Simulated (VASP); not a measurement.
Sc3SbP2, 6 atoms in the cell. It takes space group P-4m2 (No. 115, tetragonal). The conventional cell has a = 4.021 Å, b = 4.021 Å, c = 6.689 Å, α = 90.00°, β = 90.00°, γ = 90.00°. Sc (site symmetry -4m2) has 4 P at 2.69 Å and 4 Sb at 2.84 Å and 4 Sc at 2.96 Å within 3.5 Å. Sc (site symmetry 2mm) has 5 P at 2.73 to 2.87 Å and 6 Sc at 2.96 to 3.69 Å and 2 Sb at 2.96 Å within 3.7 Å. Sb (site symmetry -4m2) has 4 P at 2.69 Å and 8 Sc at 2.84 to 2.96 Å within 3.5 Å. Within 3.5 Å of P (site symmetry 2mm) lie 7 Sc at 2.69 to 2.87 Å and 2 Sb at 2.69 Å. The cell was generated, and may not be a known phase.

* Program: VASP 6.6.1
* Task: single point
* Functional: PBE
* Potentials or basis: VASP PAW PBE potentials, release 64 (Sc_sv, Sb, P)
* Cutoff: 520 eV
* k mesh: 4 × 4 × 4
* Occupations: gaussian, width 0.1 eV
* Spin: no spin polarisation
* Dipole correction: no
* Further INCAR settings: ALGO = Normal; EDIFF = 1e-07; NBANDS = 33

Potentials or basis: VASP PAW PBE potentials, release 64 (Sc_sv, Sb, P).

Command:

```sh
$ cat potpaw_PBE.64/Sc_sv/POTCAR potpaw_PBE.64/Sb/POTCAR potpaw_PBE.64/P/POTCAR > POTCAR
$ mpirun -np 1 vasp_std > vasp.out
```

Hardware: 1 thread of Oxide Virtual Turin-like Processor (shared host).

Task: How long does it take, and how much memory?

Result: Run time: 2.6 min on 1 thread of Oxide Virtual Turin-like Processor, with other jobs on the host, peak memory 0.2 GiB. Counts: scf iterations 16, k points 18.
